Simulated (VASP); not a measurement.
MgSe:

```
Mg Se
1.0
     0.00000    2.73627    2.73627
     2.73627    0.00000    2.73627
     2.73627    2.73627    0.00000
Mg Se
1 1
Direct
  0.00000 0.00000 0.00000
  0.50000 0.50000 0.50000
```

Program: VASP 6.6.1. Alike in all runs: task single point; no spin polarisation; cell as given; k mesh 8 × 8 × 8; smearing gaussian 0.01 eV.

Task: Order these runs on this cell by their band gap on the k mesh, lowest first.
A. level LDA; potentials or basis VASP PAW LDA potentials, release 64 (Mg, Se); cutoff (eV) 600
B. level r2SCAN; potentials or basis VASP PAW PBE potentials, release 64 (Mg, Se); cutoff (eV) 660
C. level PBE; potentials or basis VASP PAW PBE potentials, release 64 (Mg, Se); cutoff (eV) 600

Result: A (1.63 eV), C (1.78 eV), B (2.44 eV).

A k mesh can miss the band edges.
